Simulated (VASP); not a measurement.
Set up this calculation in VASP 6.6.1, as the native input.

- Task: single point
- Functional: PBE
- Dispersion: D3(BJ)
- Potentials or basis: VASP PAW PBE potentials, release 64 (O, H, Cl)
- Cutoff: 520 eV
- k mesh: 1 × 1 × 1
- Occupations: fermi-dirac, width 0.02 eV
- Spin: no spin polarisation
- Dipole correction: no
- Further INCAR settings: LREAL = Auto; ALGO = Normal; EDIFF = 1e-06; NBANDS = 66

The structure of H21ClO10 lies in POSCAR:

```
H21ClO10
1.0
    7.0540040000      0.0000000000      0.0000000000
    0.0000000000      7.0540040000      0.0000000000
    0.0000000000      0.0000000000      7.0540040000
O H Cl
10 21 1
Direct
    0.6563931634      0.1435355013      1.0021684139
    0.2127585978      0.8653525005      0.1209525824
    0.1988941316      0.4794014860      0.3755597530
    0.0212928714      0.2349871080      0.9569175181
    0.8319955588      0.7357806999      0.2489933377
    0.9092991725      0.6292596375      0.8117517370
    0.5692228130      0.7082077073      0.6079242371
    0.5435494508      0.4085906387      0.2471787654
    0.3657355454      1.0059109691      0.6761691658
    0.5904589790      0.2153953981      0.5159764582
    0.5681595871      0.0947972244      0.9142467172
    0.7767928683      0.1646724328      0.9489220590
    0.1173517906      0.8637789261      0.2207540568
    0.2007937620      0.7432658105      0.0643039046
    0.0982987818      0.5823926383      0.3723133698
    0.2863196562      0.5264527777      0.2763820378
    0.0386730714      0.1577969051      0.8310740964
    0.0864190040      0.1484972223      1.0327467918
    0.7716893838      0.7875385384      0.3657638981
    0.7764809887      0.8191517895      0.1570313825
    0.9581083311      0.6424152864      0.6814002374
    0.9729651415      0.5019418758      0.8499995180
    0.6609862994      0.6631127513      0.7134671316
    0.5134672450      0.5879355895      0.5824068146
    0.6176633866      0.5219446998      0.2403882958
    0.5765661602      0.3302946809      0.1289905705
    0.2354549274      1.0501836971      0.6243404455
    0.3958744565      0.8759280545      0.6514739714
    0.5447119111      0.2950381089      0.4036147414
    0.4824352240      0.1124893039      0.5735324222
    0.7176066245      0.1526225389      0.5024238716
    0.9732911975      0.0491352146      0.4773600922
```

One way to write it, as run:

INCAR

```
SYSTEM = H21ClO10
PREC = Accurate
ENCUT = 520
EDIFF = 1E-6
ISMEAR = -1
SIGMA = 0.02
LREAL = Auto
LASPH = .True.
NELM = 80
ALGO = Normal
ISIF = 2
LWAVE = .False.
LCHARG = .False.
GGA = PE
IVDW = 12
NBANDS = 66
```

KPOINTS

```
Automatic mesh
0
Gamma
  1 1 1
  0 0 0
```

Potentials or basis: VASP PAW PBE potentials, release 64 (O, H, Cl).

The run is started by

```bash
$ cat potpaw_PBE.64/O/POTCAR potpaw_PBE.64/H/POTCAR potpaw_PBE.64/Cl/POTCAR > POTCAR
$ mpirun -np 1 vasp_gam > vasp.out
```

Results of the run:

```json
{"Pressure": "0.4 GPa", "Largest force": "4.299 eV/Å", "Band gap on the k mesh": "3.84 eV", "Dispersion energy per atom": "-0.035 eV"}
```

Caveat: the k points lie up to 0.89 Å⁻¹ apart.

It took 40 s on 1 thread of Intel(R) Xeon(R) Platinum 8488C (Sapphire Rapids) (shared host), peak memory 0.37 GiB.
